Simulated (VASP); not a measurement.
**OZr: relaxation of the atoms with LDA**

The system is OZr, in a box.

```
O Zr
1.0
     9.00000    0.00000    0.00000
     0.00000    9.00000    0.00000
     0.00000    0.00000   11.00000
O Zr
1 1
Cartesian
  4.5278 4.5546 4.6284
  4.5369 4.5706 6.3697
```

This cell differs from its parent crystal: atoms moved at random.

```
Program                : VASP 6.6.1
Task                   : relaxation of the atoms
Functional             : LDA
Potentials or basis    : VASP PAW LDA potentials, release 64 (O, Zr_sv)
Cutoff                 : 800 eV
k mesh                 : 1 × 1 × 1
Occupations            : gaussian, width 0.03 eV
Spin                   : no spin polarisation
Tolerance level        : standard
Purpose                : geometry
Further INCAR settings : ALGO = Normal; EDIFF = 1e-07; NELMDL = -8; IBRION = 2; EDIFFG = -0.002; NSW = 120; ISIF = 0
```

```json
{
  "Energy gained by relaxing": "14.8 meV/atom",
  "Ionic steps": "10",
  "Gap between the frontier levels": "0.22 eV"
}
```

The path:
```csv
step,energy change (eV),largest force (eV/Å)
1,0.0000,1.6494
2,0.4568,8.6565
3,-0.0296,0.0383
4,-0.0296,0.0035
5,-0.0296,0.0033
6,-0.0296,0.0032
7,-0.0296,0.0032
8,-0.0296,0.0030
9,-0.0296,0.0027
10,-0.0296,0.0020
```

Final structure:
```
O Zr
1.0
     9.00000    0.00000    0.00000
     0.00000    9.00000    0.00000
     0.00000    0.00000   11.00000
O Zr
1 1
Cartesian
  4.5279 4.5548 4.6458
  4.5368 4.5704 6.3523
```

Levels at points of the mesh, in eV from the valence-band top:
```
           k point  band 7  band 8  band 9  band 10  band 11  band 12
(0.00, 0.00, 0.00)   -4.26   -3.99    0.00     0.22     0.22     1.86
```

Run time: 3.5 min on 1 thread of Intel(R) Xeon(R) Platinum 8559C (Emerald Rapids) (shared host), peak memory 0.82 GiB.

Caveat: the cell differs from its parent crystal (atoms moved at random).
